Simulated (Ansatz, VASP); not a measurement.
# Two plane-wave programs on SnO2

```
CELL_PARAMETERS angstrom
4.76829 0.00000 0.00000
0.00000 4.76892 0.00000
0.00000 0.00000 3.21139
ATOMIC_POSITIONS crystal
Sn 0.50000 0.50000 0.50000
Sn 0.00000 0.00000 0.00000
O 0.30625 0.30634 0.00000
O 0.80625 0.19366 0.50000
O 0.19375 0.80634 0.50000
O 0.69375 0.69366 0.00000
```

Alike in both runs: functional PBEsol; k mesh 6 × 6 × 8; occupations gaussian, width 0.02 eV; no spin polarisation.

Ansatz relaxed the structure, and its values are those at the end. VASP's run is a single point on that final structure, the one shown.

|  | VASP | Ansatz |
| --- | --- | --- |
| version | VASP 6.6.1 | Ansatz 0.2.0 |
| potentials or method | VASP PAW PBE potentials, release 64 (Sn_d, O), cutoff 520 eV | scalar-relativistic, plane waves, PAW |
| valence electrons in the cell | 52 | 52 |

Ansatz gave:

* gap on the k mesh at the Fermi level (eV): 0.92
* least direct gap on the mesh (eV): 0.92
* pressure (GPa): 0.0
* rms of the force components (eV/Å): 0.000

Estimate VASP's values.

gap on the k mesh at the Fermi level (eV): 0.92; least direct gap on the mesh (eV): 0.92; pressure (GPa): 0.7; rms of the force components (eV/Å): 0.009.

VASP's potentials were made for PBE, not for PBEsol, and Ansatz warns of the same on its side. With one functional, cell and mesh, what is left measures potentials, basis and numerics.
